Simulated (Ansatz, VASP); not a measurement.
## MgS in VASP and in Ansatz

The input INCAR:

```
SYSTEM = MgS
  ALGO = Normal
  EDIFF = 1E-7
  EDIFFG = -0.01
  ENCUT = 600
  GGA = PE
  IBRION = 2
  ISIF = 3
  ISMEAR = 0
  LASPH = .TRUE.
  LCHARG = .FALSE.
  LREAL = Auto
  LWAVE = .FALSE.
  NELM = 60
  NSW = 65
  PREC = Accurate
  SIGMA = 0.02
```

The input KPOINTS:

```
k-points
0
G
  9 9 1
  0 0 0
```

The input POSCAR:

```
MgS
1.0
    4.0544445329      0.0000000000      0.0000000000
   -2.0272222664      3.5112519637      0.0000000000
    0.0000000000      0.0000000000     25.9657212696
Mg S
8 8
Direct
    0.0000000000      0.0000000000      0.0000000000
    0.3333333333      0.6666666667      0.1250000000
    0.0000000000      0.0000000000      0.2500000000
    0.3333333333      0.6666666667      0.3750000000
    0.0000000000      0.0000000000      0.5000000000
    0.6666666667      0.3333333333      0.6250000000
    0.0000000000      0.0000000000      0.7500000000
    0.6666666667      0.3333333333      0.8750000000
    0.0000000000      0.0000000000      0.0937500000
    0.3333333333      0.6666666667      0.2187500000
    0.0000000000      0.0000000000      0.3437500000
    0.3333333333      0.6666666667      0.4687500000
    0.0000000000      0.0000000000      0.5937500000
    0.6666666667      0.3333333333      0.7187500000
    0.0000000000      0.0000000000      0.8437500000
    0.6666666667      0.3333333333      0.9687500000
```

Input for Ansatz:

```yaml
crystal:
  lattice:
    - [4.0544445452, 0.0, 0.0]
    - [-2.0272222726, 3.5112519744, 0.0]
    - [0.0, 0.0, 25.9657211241]
  atoms:
    - { symbol: Mg, position: [0.0, 0.0, 0.0] }
    - { symbol: S, position: [0.0, 0.0, 0.09375] }
    - { symbol: Mg, position: [0.3333333333, 0.6666666667, 0.125] }
    - { symbol: S, position: [0.3333333333, 0.6666666667, 0.21875] }
    - { symbol: Mg, position: [0.0, 0.0, 0.25] }
    - { symbol: S, position: [0.0, 0.0, 0.34375] }
    - { symbol: Mg, position: [0.3333333333, 0.6666666667, 0.375] }
    - { symbol: S, position: [0.3333333333, 0.6666666667, 0.46875] }
    - { symbol: Mg, position: [0.0, 0.0, 0.5] }
    - { symbol: S, position: [0.0, 0.0, 0.59375] }
    - { symbol: Mg, position: [0.6666666667, 0.3333333333, 0.625] }
    - { symbol: S, position: [0.6666666667, 0.3333333333, 0.71875] }
    - { symbol: Mg, position: [0.0, 0.0, 0.75] }
    - { symbol: S, position: [0.0, 0.0, 0.84375] }
    - { symbol: Mg, position: [0.6666666667, 0.3333333333, 0.875] }
    - { symbol: S, position: [0.6666666667, 0.3333333333, 0.96875] }
basis:
  ecutwfc: 420
kpoints:
  mp_grid: { grid: [9, 9, 1] }
hamiltonian:
  xc: pbe
scf:
  occupations: { method: gaussian, width: 0.02 }
output:
  forces: true
  stress: true
  eigenvalues: true
  populations: true
relax:
  adjacent_minimum: "off"
  f_tol: 0.01
  max_steps: 45
  cell: { stress_tol: 0.05 }
```

Alike in both runs: task relaxation of cell and atoms; functional PBE; k mesh 9 × 9 × 1; occupations gaussian, width 0.02 eV; no spin polarisation.

|  | VASP | Ansatz |
| --- | --- | --- |
| version | VASP 6.6.1 | Ansatz 0.2.0 |
| potentials or method | VASP PAW PBE potentials, release 64 (Mg, S), cutoff 600 eV | scalar-relativistic, plane waves, PAW |
| valence electrons in the cell | 64 | 128 |

|  | VASP | Ansatz | Ansatz less VASP |
| --- | --- | --- | --- |
| gap on the k mesh at the Fermi level, each at its own relaxed structure (eV) | 3.38 | 3.37 | -0.012 |
| relaxed volume (Å³/atom) | 23.06 | 23.12 | +0.062 |

VASP's potentials hold 64 valence electrons a cell and Ansatz's 128, so a difference there can come from the potentials and not from the codes.
